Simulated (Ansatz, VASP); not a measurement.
**One calculation of Re, two programs**

```
CELL_PARAMETERS angstrom
4.39136 0.00000 0.00000
-2.19568 3.80303 0.00000
0.00000 0.00000 2.75198
ATOMIC_POSITIONS crystal
Re 0.00000 0.00000 0.00000
Re 0.33333 0.66667 0.50000
Re 0.66667 0.33333 0.50000
```

Alike in both runs: functional revPBE; k mesh 8 × 8 × 12; occupations fermi-dirac, width 0.1 eV; no spin polarisation.

Ansatz relaxed the structure, and its values are those at the end. VASP's run is a single point on that final structure, the one shown.

|  | VASP | Ansatz |
| --- | --- | --- |
| version | VASP 6.6.1 | Ansatz 0.2.0 |
| potentials or method | VASP PAW PBE potentials, release 64 (Re_sv_GW), cutoff 500 eV | plane waves (420 eV) with PAW, scalar-relativistic |
| valence electrons in the cell | 45 | 45 |

VASP gave:

| Quantity | Value |
| --- | --- |
| pressure (GPa) | -2.7 |

Task: What did Ansatz give for the same quantities?

Result: Pressure (GPa): 0.0.

VASP's potentials were made for PBE, not for revPBE. The functional is the same, so the differences come from potentials, cutoffs and numerics.

Neither program's run includes spin-orbit coupling.
